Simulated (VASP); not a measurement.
Write the native input for VASP 6.6.1 that does the following.

```yaml
Task: single point
Functional: LDA
Potentials_or_basis: VASP PAW LDA potentials, release 64 (Ga_d, N)
Cutoff: 520 eV
k_mesh: 12 × 12 × 6
Occupations: gaussian, width 0.01 eV
Spin: no spin polarisation
Dipole_correction: no
Further_INCAR_settings: ALGO = Normal; EDIFF = 1e-06; NBANDS = 26
```

The structure of GaN lies in POSCAR:

```
GaN
1.0
    3.1518084845      0.0000000000      0.0000000000
   -1.5759042423      2.7295462154      0.0000000000
    0.0000000000      0.0000000000      5.1384146511
Ga N
2 2
Direct
    0.3333333333      0.6666666667     -0.0007033890
    0.6666666667      0.3333333333      0.4992966110
    0.3333333333      0.6666666667      0.3757033890
    0.6666666667      0.3333333333      0.8757033890
```

One way to write it, as run:

INCAR

```
PREC = Accurate
ENCUT = 520
EDIFF = 1E-6
ISMEAR = 0
SIGMA = 0.01
LREAL = False
LASPH = True
NELM = 60
ALGO = Normal
ISIF = 2
LWAVE = False
LCHARG = False
GGA = CA
NBANDS = 26
```

KPOINTS

```
regular mesh
0
Gamma
  12 12 6
```

Potentials or basis: VASP PAW LDA potentials, release 64 (Ga_d, N).

Launch:

```sh
$ cat potpaw_LDA.64/Ga_d/POTCAR potpaw_LDA.64/N/POTCAR > POTCAR
$ mpirun -np 1 vasp_std > vasp.out
```

It gave:

```
Pressure               : 1.1 GPa
Band gap on the k mesh : 2.15 eV, direct
```

Wall time 82 s on 1 thread of Intel(R) Xeon(R) Platinum 8488C (Sapphire Rapids), on a shared host, peak memory 0.19 GiB.
